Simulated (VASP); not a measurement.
Crystal: CuI.

```xyz
2
Lattice="0.0000 3.0315 3.0315 3.0315 0.0000 3.0315 3.0315 3.0315 0.0000" Properties=species:S:1:pos:R:3 pbc="T T T"
I     0.0000    0.0000    0.0000
Cu    4.5473    4.5473    4.5473
```

```yaml
Program: VASP 6.6.1
Task: relaxation of cell and atoms
Functional: B3LYP
Potentials_or_basis: VASP PAW PBE potentials, release 64 (I, Cu)
Cutoff: 600 eV
k_mesh: 4 × 4 × 4
Occupations: fermi-dirac, width 0.05 eV
Spin: no spin polarisation
```

At the start: pressure 3.1 GPa; volume 27.86 Å³/atom.

Problem. How do energy, volume and symmetry change on relaxing?

Solution. Over 3 steps the energy falls by 22.4 meV/atom and the volume is 30.22 Å³/atom (+8.5 %); space group F-43m (No. 216, to 0.1 Å) before and after.

The path:
```
step  energy change (eV)  largest force (eV/Å)  pressure (GPa)  volume (Å³)
   1              0.0000                0.0000            3.12        55.72
   2             -0.0446                0.0000            0.14        60.20
   3             -0.0448                0.0000            0.01        60.45
```

Final structure:
```xyz
2
Lattice="0.0000 3.1149 3.1149 3.1149 0.0000 3.1149 3.1149 3.1149 0.0000" Properties=species:S:1:pos:R:3 pbc="T T T"
I     0.0000    0.0000    0.0000
Cu    4.6724    4.6724    4.6724
```

Caveat: the k points lie up to 0.44 Å⁻¹ apart in the final cell; the PAW data sets were made with another functional, which shifts forces and pressure a little.
